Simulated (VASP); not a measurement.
Runs of VASP 6.6.1 on K. The structure is that of space group Im-3m (No. 229), or close to it. The cells are those of the table. 

```tsv
task	cell	cutoff (eV)	gap on the mesh (eV)	pressure (GPa)
single point	a = 4.525 Å, angles 109.5°, 1 atom	520	none	0.0
single point	a = 3.385 Å, angles 109.5°, 1 atom	520	none	(a)
single point	a = 4.085 Å, angles 109.5°, 1 atom	520	none	2.0
single point	a = 3.686 Å, angles 109.5°, 1 atom	520	none	7.0
single point	a = 3.552 Å, angles 109.5°, 1 atom	520	none	10.0
relaxation of cell and atoms	relaxed to 1 GPa from a = 4.525 Å, angles 109.5°, 1 atom	600	none	1.0
single point	a = 4.237 Å, angles 109.5°, 1 atom	520	none	1.0
relaxation of cell and atoms	relaxed from a = 4.525 Å, angles 109.5°, 1 atom	600	none	0.0
```

Alike in all rows: level PBEsol; potentials or basis VASP PAW PBE potentials, release 64 (K_sv); no spin polarisation; k mesh 16 × 16 × 16; smearing fermi-dirac 0.05 eV.

Estimate the missing entries.

(a) 15.0.

Caveats: the PAW data sets were made with another functional, which shifts forces and pressure a little; the cell is relaxed towards a set pressure, so the enthalpy falls and the energy may rise (some runs).

A gap of «none» marks levels without a gap at the run's occupations.
